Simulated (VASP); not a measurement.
# Al4Cu2H in VASP: a series of runs, part 2 of 2

VASP 6.6.1. The steps go on from the part before.

**4. Single point, PBE**

Input file INCAR:

```
  PREC = Accurate
  ENCUT = 520
  EDIFF = 1E-7
  ISMEAR = 0
  SIGMA = 0.1
  LREAL = False
  LASPH = True
  NELM = 60
  ALGO = Normal
  ISIF = 2
  LWAVE = False
  LCHARG = False
  LDIPOL = True
  IDIPOL = 3
  DIPOL = 0.5 0.5 0.345
  GGA = PE
  NBANDS = 26
```

Input file KPOINTS:

```
regular mesh
0
Gamma
  9 9 1
```

Input file POSCAR:

```
Al4Cu2H
1.0
    4.0889418899      0.0000000000      0.0000000000
    2.0442840433      3.5412354524      0.0000000000
    0.0000000000      0.0000000000     20.3610078836
Al Cu H
4 2 1
Direct
    0.6667174561      0.6667174561      0.1964539291
    0.3334044385      0.3334044385      0.2784404877
    0.0000542489      0.0000542489      0.3605162434
    0.6667259434      0.6667259434      0.4351949537
    0.0000609473      0.0000609473      0.2374472084
    0.3333908767      0.3333908767      0.4027831442
    0.7778370545      0.7778370545      0.5055028776
```

Potentials or basis: VASP PAW PBE potentials, release 64 (Al, Cu, H).

Launch:

```sh
$ cat potpaw_PBE.64/Al/POTCAR potpaw_PBE.64/Cu/POTCAR potpaw_PBE.64/H/POTCAR > POTCAR
$ mpirun -np 1 vasp_std > vasp.out
```

OUTCAR:

```text
PREC = Accurate
   ENCUT = 520
   EDIFF = 1E-7
   ISMEAR = 0
   LREAL = False
   LASPH = True
   NELM = 60
   ISIF = 2
   GGA = PE

 ion  position               nearest neighbor table
   1  0.667  0.667  0.196-   5 2.50   5 2.50   5 2.50   2 2.89   2 2.89   2 2.89
   2  0.333  0.333  0.278-   5 2.50   5 2.50   5 2.50   6 2.53   1 2.89   1 2.89   1 2.89   3 2.89
                             3 2.89   3 2.89
   3  0.000  0.000  0.361-   5 2.51   6 2.51   6 2.51   6 2.51   4 2.81   4 2.81   4 2.81   2 2.89
                             2 2.89   2 2.89
   4  0.667  0.667  0.435-   7 1.63   6 2.45   6 2.45   6 2.45   3 2.81   3 2.81   3 2.81
   5  0.000  0.000  0.237-   1 2.50   2 2.50   1 2.50   2 2.50   1 2.50   2 2.50   3 2.51
   6  0.333  0.333  0.403-   4 2.45   4 2.45   4 2.45   3 2.51   3 2.51   3 2.51   2 2.53
   7  0.778  0.778  0.506-   4 1.63

  LATTYP: Found a base centered orthorhombic cell.
 ALAT       =     4.0891287873
 B/A-ratio  =     1.7319452535
 C/A-ratio  =     4.9793021797

  Lattice vectors:

 A1 = (  -2.0442840433,  -3.5412354524,   0.0000000000)
 A2 = (   4.0889418899,   0.0000000000,   0.0000000000)
 A3 = (   0.0000000000,   0.0000000000,  20.3610078836)

Analysis of symmetry for initial positions (statically):
=====================================================================
 Subroutine PRICEL returns:
 Original cell was already a primitive cell.

 Routine SETGRP: Setting up the symmetry group for a
 base centered orthorhombic supercell.

 Subroutine GETGRP returns: Found  2 space group operations
 (whereof  2 operations were pure point group operations)
 out of a pool of  8 trial point group operations.

The static configuration has the point symmetry C_1h.

Analysis of symmetry for dynamics (positions and initial velocities):
=====================================================================
 Subroutine PRICEL returns:
 Original cell was already a primitive cell.

 Routine SETGRP: Setting up the symmetry group for a
 base centered orthorhombic supercell.

 Subroutine GETGRP returns: Found  2 space group operations
 (whereof  2 operations were pure point group operations)
 out of a pool of  8 trial point group operations.

The dynamic configuration has the point symmetry C_1h.

 Subroutine INISYM returns: Found  2 space group operations
 (whereof  2 operations are pure point group operations),
 and found     1 'primitive' translations

----------------------------------------------------------------------------------------

                                     Primitive cell

  volume of cell :     294.8255

  direct lattice vectors                    reciprocal lattice vectors
     4.088941890  0.000000000  0.000000000     0.244562047 -0.141180754  0.000000000
     2.044284043  3.541235452  0.000000000     0.000000000  0.282387323  0.000000000
     0.000000000  0.000000000 20.361007884     0.000000000  0.000000000  0.049113482

  length of vectors
     4.088941890  4.088941890 20.361007884     0.282387323  0.282387323  0.049113482

  position of ions in fractional coordinates (direct lattice)
     0.666717456  0.666717456  0.196453929
     0.333404438  0.333404438  0.278440488
     0.000054249  0.000054249  0.360516243
     0.666725943  0.666725943  0.435194954
     0.000060947  0.000060947  0.237447208
     0.333390877  0.333390877  0.402783144
     0.777837054  0.777837054  0.505502878

  ion indices of the primitive-cell ions
   primitive index   ion index
                 1           1
[... 63 lines left out ...]
   dimension x,y,z NGXF=    60 NGYF=   60 NGZF=  320
   ions per type =               4   2   1
   NGX,Y,Z   is equivalent  to a cutoff of  12.20, 12.20, 13.06 a.u.
   NGXF,Y,Z  is equivalent  to a cutoff of  24.39, 24.39, 26.13 a.u.
 SYSTEM =  unknown system
   PREC   = accura    normal or accurate (medium, high low for compatibility)
   ISTART =      0    job   : 0-new  1-cont  2-samecut
   ICHARG =      2    charge: 1-file 2-atom 10-const
   ISPIN  =      1    spin polarized calculation?
   LNONCOLLINEAR =      F non collinear calculations
   LSORBIT =      F    spin-orbit coupling
   LASPH  =      T    aspherical Exc in radial PAW
   ENCUT  =  520.0 eV  38.22 Ry    6.18 a.u.   7.60  7.60 37.86*2*pi/ulx,y,z
   NELM   =     60;   NELMIN=  2; NELMDL= -5     # of ELM steps
   EDIFF  = 0.1E-06   stopping-criterion for ELM
   LREAL  =      F    real-space projection
   EDIFFG = 0.1E-05   stopping-criterion for IOM
   NSW    =      0    number of steps for IOM
   IBRION =     -1    ionic relax: 0-MD 1-quasi-New 2-CG
   NFREE  =      0    steps in history (QN), initial steepest desc. (CG)
   ISIF   =      2    stress and relaxation
   ISYM   =      2    0-nonsym 1-usesym 2-fastsym
   POTIM  = 0.5000    time-step for ionic-motion
   TEBEG  =    0.0;   TEEND  =   0.0 temperature during run
   PSTRESS=    0.0 pullay stress
   NELECT =      35.0000    total number of electrons
   NUPDOWN=      -1.0000    fix difference up-down
   EMIN   =  10.00;   EMAX   =-10.00  energy-range for DOS
   EFERMI =   0.00;   METHOD = LEGACY
   ISMEAR =     0;   SIGMA  =   0.10  broadening in eV -4-tet -1-fermi 0-gaus
   EFERMI_NEDOS =   21; number of points for ismear=-14 and -15
   IALGO  =     38    algorithm
   IMIX   =      4    mixing-type and parameters
     AMIX     =   0.40;   BMIX     =  1.00
     AMIX_MAG =   1.60;   BMIX_MAG =  1.00
  volume/ion in A,a.u.               =      42.12       284.23
  Fermi-wavevector in a.u.,A,eV,Ry     =   0.804592  1.520459  8.807986  0.647369
  Thomas-Fermi vector in A             =   1.912678
   LORBIT       =      0    0 simple, 1 ext, 2 COOP (PROOUT), +10 PAW based schemes
   GGA     = PE    functional components
   LHFCALC =     F    Hartree Fock is set to
   AEXX    =    0.0000 exact exchange contribution
   IVDW    =     0    specifies the selected vdW correction
   LEPSILON=     F    determine dielectric tensor
   LRPA    =     F    only Hartree local field effects (RPA)
 non-spin polarized calculation
 Gauss-broadening in eV      SIGMA  =   0.10
  energy-cutoff  :      520.00
  volume of cell :      294.83
 maximum number of plane-waves:      7989
   NGX = 15   NGY = 15   NGZ = 75

 number of electron      34.9999972 magnetization

 dipolmoment           0.000000      0.000000      0.121177 electrons x Angstroem

 Free energy of the ion-electron system (eV)
  ---------------------------------------------------
  ext. energy  EPLUGINS =         0.00000000
  ---------------------------------------------------
  free energy    TOTEN  =       -24.47221262 eV

  energy without entropy =      -24.46074110  energy(sigma->0) =      -24.46647686

 E-fermi :  -0.6740     XC(G=0):  -4.3848

 val. band max:       -0.7243822904   @ k =   0.1111  -0.0000   0.0000
 cond. band min:      -0.6366068943   @ k =   0.4444   0.4444   0.0000
 fundamental gap:      0.0877753962
 Fermi energy:        -0.6740048601

 k-point     1 :       0.0000    0.0000    0.0000
  band No.  band energies     occupation
      1     -10.2682      2.00000
      2      -8.7558      2.00000
      3      -5.9993      2.00000
      4      -4.9497      2.00000
      5      -4.9260      2.00000
      6      -4.8846      2.00000
[... 685 lines left out ...]
     25       4.0023      0.00000
     26       5.0749      0.00000

 [... further k-points ...]

------------------------ aborting loop because EDIFF is reached ----------------------------------------

 vacuum level on the upper side and lower side of the slab       (xc-potential included)         0.716        -0.797

  FORCE on cell =-STRESS in cart. coord.  units (eV):
  Direction    XX          YY          ZZ          XY          YZ          ZX
  --------------------------------------------------------------------------------------
  -------------------------------------------------------------------------------------
  Total        0.7557200      1.2472504     -1.6619585     -0.4257298     -0.1775297     -0.3074716
  in kB        4.1068275      6.7779635     -9.0316217     -2.3135536     -0.9647538     -1.6709006
  external PRESSURE =       0.6177231 kB  Pullay stress =       0.0000000 kB

 VOLUME and BASIS-vectors are now :
 -----------------------------------------------------------------------------
  energy-cutoff  :      520.00
  volume of cell :      294.83
      direct lattice vectors                 reciprocal lattice vectors
     4.088941890  0.000000000  0.000000000     0.244562047 -0.141180754  0.000000000
     2.044284043  3.541235452  0.000000000     0.000000000  0.282387323  0.000000000
     0.000000000  0.000000000 20.361007884     0.000000000  0.000000000  0.049113482

 POSITION                                       TOTAL-FORCE (eV/Angst)
 -----------------------------------------------------------------------------------
      4.08913      2.36100      4.00000        -0.049687     -0.028689      0.759767
      2.04484      1.18066      5.66933        -0.052904     -0.030546     -0.376278
      0.00033      0.00019      7.34047         0.063625      0.036736      0.175895
      4.08918      2.36103      8.86101         0.157429      0.090897      0.138497
      0.00037      0.00022      4.83466         0.054727      0.031599     -0.196580
      2.04476      1.18062      8.20107         0.072928      0.042108     -0.500995
      4.77065      2.75450     10.29255        -0.246119     -0.142106     -0.000305
 -----------------------------------------------------------------------------------
    total drift:                               -0.000084     -0.000048     -0.002244

  FREE ENERGIE OF THE ION-ELECTRON SYSTEM (eV)
  ---------------------------------------------------
  free  energy   TOTEN  =       -24.4722126202 eV

  energy  without entropy=      -24.4607411027  energy(sigma->0) =      -24.46647686

 vacuum level on the upper side and lower side of the slab         4.481         2.950
```

It took 5.8 min on 1 thread of Intel Xeon Platinum 8488C (Sapphire Rapids), shared host; peak memory 0.46 GiB.

What came out:

```
Free energy            : -24.4722 eV
Largest force          : 0.762 eV/Å
Band gap on the k mesh : zero (an odd number of electrons rules out a gap without spin polarisation)
```

Forces on the atoms (eV/Å):
```
Al  -0.050 -0.029  0.760
Al  -0.053 -0.031 -0.376
Al   0.064  0.037  0.176
Al   0.157  0.091  0.138
Cu   0.055  0.032 -0.197
Cu   0.073  0.042 -0.501
H   -0.246 -0.142  0.000
```

**5. Summary**

| cell | gap on the mesh (eV) | largest force (eV/Å) |
| --- | --- | --- |
| as given, atomic positions A | none | 0.89 |
| as given, atomic positions B | none | 1.14 |
| as given, atomic positions C | none | 0.76 |

Alike in all rows: task single point; level PBE; potentials or basis VASP PAW PBE potentials, release 64 (Al, Cu, H); no spin polarisation; k mesh 9 × 9 × 1; cutoff (eV) 520; smearing gaussian 0.1 eV.

Absolute energies hang on the potentials; compare differences alone.
